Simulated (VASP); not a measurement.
# SiNi (F-43m) in VASP: single point with r2SCAN

Aim: the single point of SiNi with r2SCAN.

Everything below comes from runs of VASP 6.6.1. Logs are shortened: lines on timing, memory, paths and dates and some standing lists are left out, and cuts for length are marked.

## Step 1: The cell of the first run

The structure is cubic, space group F-43m (No. 216). Conventional cell: a = 5.149 Å, b = 5.149 Å, c = 5.149 Å, α = 90.00°, β = 90.00°, γ = 90.00°. Ni (site symmetry -43m) has 4 Si at 2.23 Å within 2.9 Å. Within 2.9 Å of Si (site symmetry -43m) lie 4 Ni at 2.23 Å.

## Step 2: Single point, r2SCAN, collinear spin, ferromagnetic start

Contents of POSCAR:

```
SiNi
1.0
    0.0000000000      2.5746188096      2.5746188096
    2.5746188096      0.0000000000      2.5746188096
    2.5746188096      2.5746188096      0.0000000000
Ni Si
1 1
Direct
    0.0000000000      0.0000000000      0.0000000000
    0.2500000000      0.2500000000      0.2500000000
```

Contents of INCAR.step1:

```
SYSTEM = SiNi
PREC = Accurate ; ENCUT = 520
ISMEAR = 0 ; SIGMA = 0.1
LREAL = .FALSE. ; LASPH = .TRUE.
NELM = 150 ; ISPIN = 2
MAGMOM = 2.5 0 ; LMAXMIX = 4
NBANDS = 18 ; GGA = PE
ALGO = Normal ; EDIFF = 1E-4
LWAVE = .TRUE. ; LCHARG = .FALSE.
```

Contents of INCAR.step2:

```
SYSTEM = SiNi
PREC = Accurate ; ENCUT = 520
EDIFF = 1E-6 ; ISMEAR = 0
SIGMA = 0.1 ; LREAL = .FALSE.
LASPH = .TRUE. ; NELM = 150
ALGO = Normal ; ISIF = 2
LWAVE = .FALSE. ; LCHARG = .FALSE.
ISPIN = 2 ; MAGMOM = 2.5 0
LORBIT = 11 ; LMAXMIX = 4
METAGGA = R2SCAN ; LMIXTAU = .TRUE.
NBANDS = 18 ; ISTART = 1
```

Contents of KPOINTS:

```
Automatic mesh
0
G
  14 14 14
  0 0 0
```

Potentials or basis: VASP PAW PBE potentials, release 64 (Ni, Si).

Command:

```console
cat potpaw_PBE.64/Ni/POTCAR potpaw_PBE.64/Si/POTCAR > POTCAR
cp INCAR.step1 INCAR
mpirun -np 1 vasp_std > vasp.out
cp INCAR.step2 INCAR
mpirun -np 1 vasp_std > vasp.out
```

OUTCAR:

```text
SYSTEM = SiNi
   PREC = Accurate
   ENCUT = 520
   EDIFF = 1E-6
   ISMEAR = 0
   LREAL = .FALSE.
   LASPH = .TRUE.
   NELM = 150
   ISIF = 2
   ISPIN = 2
   LORBIT = 11
   METAGGA = R2SCAN
   ISTART = 1

 ion  position               nearest neighbor table
   1  0.000  0.000  0.000-   2 2.23   2 2.23   2 2.23   2 2.23
   2  0.250  0.250  0.250-   1 2.23   1 2.23   1 2.23   1 2.23

  LATTYP: Found a face centered cubic cell.
 ALAT       =     5.1492376192

  Lattice vectors:

 A1 = (   0.0000000000,   2.5746188096,   2.5746188096)
 A2 = (   2.5746188096,   0.0000000000,   2.5746188096)
 A3 = (   2.5746188096,   2.5746188096,   0.0000000000)

Analysis of symmetry for initial positions (statically):
=====================================================================
 Subroutine PRICEL returns:
 Original cell was already a primitive cell.

 Routine SETGRP: Setting up the symmetry group for a
 face centered cubic supercell.

 Subroutine GETGRP returns: Found 24 space group operations
 (whereof 24 operations were pure point group operations)
 out of a pool of 48 trial point group operations.

The static configuration has the point symmetry T_d .

Analysis of symmetry for dynamics (positions and initial velocities):
=====================================================================
 Subroutine PRICEL returns:
 Original cell was already a primitive cell.

 Routine SETGRP: Setting up the symmetry group for a
 face centered cubic supercell.

 Subroutine GETGRP returns: Found 24 space group operations
 (whereof 24 operations were pure point group operations)
 out of a pool of 48 trial point group operations.

The dynamic configuration has the point symmetry T_d .

Analysis of structural, dynamic, and magnetic symmetry:
=====================================================================
 Subroutine PRICEL returns:
 Original cell was already a primitive cell.

 Routine SETGRP: Setting up the symmetry group for a
 face centered cubic supercell.

 Subroutine GETGRP returns: Found 24 space group operations
 (whereof 24 operations were pure point group operations)
 out of a pool of 48 trial point group operations.

The overall configuration has the point symmetry T_d .

 Subroutine INISYM returns: Found 24 space group operations
 (whereof 24 operations are pure point group operations),
 and found     1 'primitive' translations

----------------------------------------------------------------------------------------

                                     Primitive cell

  volume of cell :      34.1326

  direct lattice vectors                    reciprocal lattice vectors
     0.000000000  2.574618810  2.574618810    -0.194203506  0.194203506  0.194203506
     2.574618810  0.000000000  2.574618810     0.194203506 -0.194203506  0.194203506
     2.574618810  2.574618810  0.000000000     0.194203506  0.194203506 -0.194203506

  length of vectors
     3.641060838  3.641060838  3.641060838     0.336370340  0.336370340  0.336370340

  position of ions in fractional coordinates (direct lattice)
     0.000000000  0.000000000  0.000000000
     0.250000000  0.250000000  0.250000000

  ion indices of the primitive-cell ions
   primitive index   ion index
                 1           1
                 2           2

----------------------------------------------------------------------------------------

 KPOINTS: Automatic mesh

Automatic generation of k-mesh.
 Grid dimensions read from file:
 generate k-points for:   14   14   14

 Generating k-lattice:

  Cartesian coordinates                     Fractional coordinates (reciprocal lattice)
    -0.013871679  0.013871679  0.013871679     0.071428571  0.000000000  0.000000000
     0.013871679 -0.013871679  0.013871679     0.000000000  0.071428571  0.000000000
     0.013871679  0.013871679 -0.013871679     0.000000000  0.000000000  0.071428571

  Length of vectors
     0.024026453  0.024026453  0.024026453

  Shift w.r.t. Gamma in fractional coordinates (k-lattice)
     0.000000000  0.000000000  0.000000000

 Subroutine IBZKPT returns following result:
 ===========================================

 Found    104 irreducible k-points:

 Following reciprocal coordinates:
            Coordinates               Weight
  0.000000  0.000000  0.000000      1.000000
  0.071429  0.000000  0.000000      8.000000
  0.142857  0.000000  0.000000      8.000000
  0.214286  0.000000  0.000000      8.000000
  0.285714  0.000000  0.000000      8.000000
  0.357143  0.000000  0.000000      8.000000
[... 16 lines left out ...]
  0.214286  0.142857  0.000000     24.000000
  0.285714  0.142857  0.000000     24.000000
 [... further k-points ...]
   k-points           NKPTS =    104   k-points in BZ     NKDIM =    104   number of bands    NBANDS=     18
   number of dos      NEDOS =    301   number of ions     NIONS =      2
   total plane-waves  NPLWV =  21952
   dimension x,y,z NGX =    28 NGY =   28 NGZ =   28
   dimension x,y,z NGXF=    56 NGYF=   56 NGZF=   56
   ions per type =               1   1
   NGX,Y,Z   is equivalent  to a cutoff of  12.78, 12.78, 12.78 a.u.
   NGXF,Y,Z  is equivalent  to a cutoff of  25.57, 25.57, 25.57 a.u.
 SYSTEM =  SiNi
   PREC   = accura    normal or accurate (medium, high low for compatibility)
   ISTART =      1    job   : 0-new  1-cont  2-samecut
   ICHARG =      0    charge: 1-file 2-atom 10-const
   ISPIN  =      2    spin polarized calculation?
   LNONCOLLINEAR =      F non collinear calculations
   LSORBIT =      F    spin-orbit coupling
   LASPH  =      T    aspherical Exc in radial PAW
   ENCUT  =  520.0 eV  38.22 Ry    6.18 a.u.   6.77  6.77  6.77*2*pi/ulx,y,z
   NELM   =    150;   NELMIN=  2; NELMDL=  0     # of ELM steps
   EDIFF  = 0.1E-05   stopping-criterion for ELM
   LREAL  =      F    real-space projection
   EDIFFG = 0.1E-04   stopping-criterion for IOM
   NSW    =      0    number of steps for IOM
   IBRION =     -1    ionic relax: 0-MD 1-quasi-New 2-CG
   NFREE  =      0    steps in history (QN), initial steepest desc. (CG)
   ISIF   =      2    stress and relaxation
   ISYM   =      2    0-nonsym 1-usesym 2-fastsym
   POTIM  = 0.5000    time-step for ionic-motion
   TEBEG  =    0.0;   TEEND  =   0.0 temperature during run
   PSTRESS=    0.0 pullay stress
   NELECT =      14.0000    total number of electrons
   NUPDOWN=      -1.0000    fix difference up-down
   EMIN   =  10.00;   EMAX   =-10.00  energy-range for DOS
   EFERMI =   0.00;   METHOD = LEGACY
   ISMEAR =     0;   SIGMA  =   0.10  broadening in eV -4-tet -1-fermi 0-gaus
   EFERMI_NEDOS =   21; number of points for ismear=-14 and -15
   IALGO  =     38    algorithm
   IMIX   =      4    mixing-type and parameters
     AMIX     =   0.40;   BMIX     =  1.00
     AMIX_MAG =   1.60;   BMIX_MAG =  1.00
  volume/ion in A,a.u.               =      17.07       115.17
  Fermi-wavevector in a.u.,A,eV,Ry     =   1.216358  2.298582 20.130168  1.479526
  Thomas-Fermi vector in A             =   2.351714
   LORBIT       =     11    0 simple, 1 ext, 2 COOP (PROOUT), +10 PAW based schemes
   METAGGA = R2SCAN    functional components
   LHFCALC =     F    Hartree Fock is set to
   AEXX    =    0.0000 exact exchange contribution
   IVDW    =     0    specifies the selected vdW correction
   LEPSILON=     F    determine dielectric tensor
   LRPA    =     F    only Hartree local field effects (RPA)
 spin polarized calculation
 Gauss-broadening in eV      SIGMA  =   0.10
  energy-cutoff  :      520.00
  volume of cell :       34.13
 maximum number of plane-waves:       941
   NGX = 13   NGY = 13   NGZ = 13

 number of electron      14.0000009 magnetization       0.0000042

 number of electron      14.0000009 magnetization      -0.0000138

 Free energy of the ion-electron system (eV)
  ---------------------------------------------------
  ext. energy  EPLUGINS =         0.00000000
  ---------------------------------------------------
  free energy    TOTEN  =       -20.10643997 eV

  energy without entropy =      -20.10156770  energy(sigma->0) =      -20.10400384

 E-fermi :   5.7251     XC(G=0): -10.9576

 val. band max:        5.7067121262   @ k =  -0.2143   0.2143   0.0714
 cond. band min:       5.7778529130   @ k =   0.5000   0.3571   0.0000
 fundamental gap:      0.0711407867
 Fermi energy:         5.7250557619

 spin component 1

 k-point     1 :       0.0000    0.0000    0.0000
  band No.  band energies     occupation
      1      -4.9512      1.00000
      2       2.5238      1.00000
      3       2.5238      1.00000
      4       2.5238      1.00000
      5       3.5610      1.00000
      6       3.5610      1.00000
[... 10 lines left out ...]
     17      21.6436      0.00000
     18      21.6436      0.00000

 k-point     2 :       0.0714    0.0000    0.0000
  band No.  band energies     occupation
      1      -4.8714      1.00000
      2       2.4921      1.00000
      3       2.5394      1.00000
      4       2.5394      1.00000
      5       3.5562      1.00000
      6       3.5562      1.00000
[... 10 lines left out ...]
     17      21.6681      0.00000
     18      22.3185      0.00000

 k-point     3 :       0.1429    0.0000    0.0000
  band No.  band energies     occupation
      1      -4.6353      1.00000
      2       2.3975      1.00000
      3       2.5807      1.00000
      4       2.5808      1.00000
      5       3.5473      1.00000
      6       3.5473      1.00000
[... 412 lines left out ...]
 k-point    23 :       0.2143    0.1429    0.0000
  band No.  band energies     occupation
      1      -4.2473      1.00000
      2       2.2482      1.00000
      3       2.6603      1.00000
      4       2.6662      1.00000
      5       3.4175      1.00000
      6       3.6380      1.00000
[... 10 lines left out ...]
     17      23.4948      0.00000
     18      23.5372      0.00000

 k-point    24 :       0.2857    0.1429    0.0000
  band No.  band energies     occupation
      1      -3.8295      1.00000
      2       2.0957      1.00000
      3       2.6924      1.00000
      4       2.7222      1.00000
      5       3.4155      1.00000
      6       3.6643      1.00000
[... 10 lines left out ...]
     17      25.0016      0.00000
     18      25.1405      0.00000

 [... further k-points ...]

 spin component 2

 k-point     1 :       0.0000    0.0000    0.0000
  band No.  band energies     occupation
      1      -4.9512      1.00000
      2       2.5237      1.00000
      3       2.5237      1.00000
      4       2.5237      1.00000
      5       3.5609      1.00000
      6       3.5609      1.00000
[... 10 lines left out ...]
     17      21.6436      0.00000
     18      21.6436      0.00000

 k-point     2 :       0.0714    0.0000    0.0000
  band No.  band energies     occupation
      1      -4.8714      1.00000
      2       2.4920      1.00000
      3       2.5393      1.00000
      4       2.5394      1.00000
      5       3.5561      1.00000
      6       3.5561      1.00000
[... 10 lines left out ...]
     17      21.6680      0.00000
     18      22.3185      0.00000

 k-point     3 :       0.1429    0.0000    0.0000
  band No.  band energies     occupation
      1      -4.6353      1.00000
      2       2.3974      1.00000
      3       2.5807      1.00000
      4       2.5807      1.00000
      5       3.5472      1.00000
      6       3.5472      1.00000
[... 412 lines left out ...]
 k-point    23 :       0.2143    0.1429    0.0000
  band No.  band energies     occupation
      1      -4.2472      1.00000
      2       2.2482      1.00000
      3       2.6603      1.00000
      4       2.6661      1.00000
      5       3.4175      1.00000
      6       3.6379      1.00000
[... 10 lines left out ...]
     17      23.4948      0.00000
     18      23.5372      0.00000

 k-point    24 :       0.2857    0.1429    0.0000
  band No.  band energies     occupation
      1      -3.8295      1.00000
      2       2.0956      1.00000
      3       2.6924      1.00000
      4       2.7221      1.00000
      5       3.4155      1.00000
      6       3.6642      1.00000
[... 10 lines left out ...]
     17      25.0016      0.00000
     18      25.1405      0.00000

 [... further k-points ...]

------------------------ aborting loop because EDIFF is reached ----------------------------------------

  FORCE on cell =-STRESS in cart. coord.  units (eV):
  Direction    XX          YY          ZZ          XY          YZ          ZX
  --------------------------------------------------------------------------------------
  -------------------------------------------------------------------------------------
  Total       -0.5366507     -0.5366507     -0.5366507      0.0000000     -0.0000000      0.0000000
  in kB      -25.1903098    -25.1903098    -25.1903098      0.0000000     -0.0000000      0.0000000
  external PRESSURE =     -25.1903098 kB  Pullay stress =       0.0000000 kB

 VOLUME and BASIS-vectors are now :
 -----------------------------------------------------------------------------
  energy-cutoff  :      520.00
  volume of cell :       34.13
      direct lattice vectors                 reciprocal lattice vectors
     0.000000000  2.574618810  2.574618810    -0.194203506  0.194203506  0.194203506
     2.574618810  0.000000000  2.574618810     0.194203506 -0.194203506  0.194203506
     2.574618810  2.574618810  0.000000000     0.194203506  0.194203506 -0.194203506

 POSITION                                       TOTAL-FORCE (eV/Angst)
 -----------------------------------------------------------------------------------
      0.00000      0.00000      0.00000         0.000000     -0.000000      0.000000
      1.28731      1.28731      1.28731        -0.000000      0.000000     -0.000000
 -----------------------------------------------------------------------------------
    total drift:                               -0.000012     -0.000012     -0.000012

  FREE ENERGIE OF THE ION-ELECTRON SYSTEM (eV)
  ---------------------------------------------------
  free  energy   TOTEN  =       -20.1064399723 eV

  energy  without entropy=      -20.1015677026  energy(sigma->0) =      -20.10400384

 total charge

# of ion       s       p       d       tot
------------------------------------------
    1        0.618   0.445   8.456   9.519
    2        0.830   0.818   0.000   1.648
--------------------------------------------------
tot          1.447   1.263   8.456  11.167

 magnetization (x)

# of ion       s       p       d       tot
------------------------------------------
    1       -0.000  -0.000  -0.000  -0.000
    2        0.000   0.000   0.000   0.000
--------------------------------------------------
tot         -0.000   0.000  -0.000  -0.000
```

Wall time 5.6 min (1 thread of Intel Xeon Platinum 8259CL at 2.50GHz (Skylake/Cascade Lake), shared host); peak memory 0.25 GiB.

Results:

| Property | Result |
| --- | --- |
| Free energy | -20.1064 eV |
| Pressure | -2.5 GPa |
| Band gap on the k mesh | zero (filled and empty bands overlap) |
| Net moment | 0.00 μB per cell |
| Valence electrons inside the program's atomic spheres | Ni 9.52; Si 1.65 |

Caveat: the PAW data sets were made with another functional, which shifts forces and pressure a little.
